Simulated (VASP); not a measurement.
Here is a VASP 6.6.1 calculation.

Contents of INCAR:

```
SYSTEM = W
PREC = Accurate
ENCUT = 520
EDIFF = 1E-6
ISMEAR = -1
SIGMA = 0.05
LREAL = .False.
LASPH = .True.
NELM = 60
ALGO = Normal
ISIF = 2
LWAVE = .False.
LCHARG = .False.
GGA = PS
NBANDS = 13
```

The input KPOINTS:

```
Automatic mesh
0
Gamma
  18 18 18
  0 0 0
```

POSCAR

```
W
1.0
    0.0000000000      1.9301086726      1.9301086726
    1.9301086726      0.0000000000      1.9301086726
    1.9301086726      1.9301086726      0.0000000000
W
1
Direct
    0.0000000000      0.0000000000      0.0000000000
```

Potentials or basis: VASP PAW PBE potentials, release 64 (W_sv).

Run with:

```sh
$ cat potpaw_PBE.64/W_sv/POTCAR > POTCAR
$ mpirun -np 1 vasp_std > vasp.out
```

**Question.** What does it give for the pressure?

**Answer.** 40.5 GPa.

**Question.** Predict the band gap on the k mesh.

**Answer.** Zero (band 7 reaches 16.17 eV, above the bottom of band 8 at 11.47 eV).

Caveat: the PAW data sets were made with another functional, which shifts forces and pressure a little; spin-orbit coupling is left out, which moves the levels of the heavy elements.
